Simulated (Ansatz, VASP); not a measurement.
Two plane-wave programs on K3Os

INCAR

```
SYSTEM = K3Os
PREC = Accurate ; ENCUT = 520
EDIFF = 1E-6 ; ISMEAR = 0
SIGMA = 0.1 ; LREAL = .FALSE.
LASPH = .TRUE. ; NELM = 150
ALGO = Fast ; ISIF = 2
LWAVE = .FALSE. ; LCHARG = .FALSE.
LMAXMIX = 4 ; LDAU = .TRUE.
LDAUTYPE = 2 ; LDAUL = -1 2
LDAUU = 0 3 ; LDAUJ = 0 0
LDAUPRINT = 1 ; GGA = PE
NBANDS = 26
```

Contents of KPOINTS:

```
regular mesh
0
G
  10 10 10
  0 0 0
```

POSCAR

```
K3Os
1.0
    5.2061071862      0.0000000000      0.0000000000
    0.0000000000      5.2061071862      0.0000000000
    0.0000000000      0.0000000000      5.2061071862
K Os
3 1
Direct
    0.0000000000      0.5000000000      0.5000000000
    0.5000000000      0.0000000000      0.5000000000
    0.5000000000      0.5000000000      0.0000000000
    0.0000000000      0.0000000000      0.0000000000
```

Input for Ansatz:

```yaml
crystal:
  lattice:
    - [5.2061071862, 0.0, 0.0]
    - [0.0, 5.2061071862, 0.0]
    - [0.0, 0.0, 5.2061071862]
  atoms:
    - { symbol: K, position: [0.0, 0.5, 0.5] }
    - { symbol: K, position: [0.5, 0.0, 0.5] }
    - { symbol: K, position: [0.5, 0.5, 0.0] }
    - { symbol: Os, position: [0.0, 0.0, 0.0] }
basis:
  ecutwfc: 420
kpoints:
  mp_grid: { grid: [10, 10, 10] }
hamiltonian:
  xc: pbe
  hubbard: { sites: [{ species: Os, l: d, u_eff: 3.0 }], double_counting: fll }
scf:
  occupations: { method: gaussian, width: 0.1 }
  eigensolver: { kind: davidson }
output:
  forces: true
  eigenvalues: true
  stress: true
```

Alike in both runs: task single point; functional PBE; k mesh 10 × 10 × 10; occupations gaussian, width 0.1 eV; no spin polarisation; Hubbard terms Os d U = 3.0 eV.

```csv
,VASP,Ansatz
version,VASP 6.6.1,Ansatz 0.2.0
potentials or method,"VASP PAW PBE potentials, release 64 (K_sv, Os), cutoff 520 eV","scalar-relativistic, plane waves, PAW"
valence electrons in the cell,35,43
```

Ansatz gave:

```
gap on the k mesh at the Fermi level (eV) : none
pressure (GPa)                            : 0.1
```

What did VASP give for the same quantities?

gap on the k mesh at the Fermi level (eV): none; pressure (GPa): 0.4.

The programs project onto different local orbitals, so the same U acts differently, and such runs can settle in different states. A gap of «none» marks a metal or a gap that the smearing closes. VASP's potentials hold 35 valence electrons a cell and Ansatz's 43, so a difference there can come from the potentials and not from the codes. Ansatz's warnings: filled band counts differ across k points.

Spin-orbit coupling is off throughout.
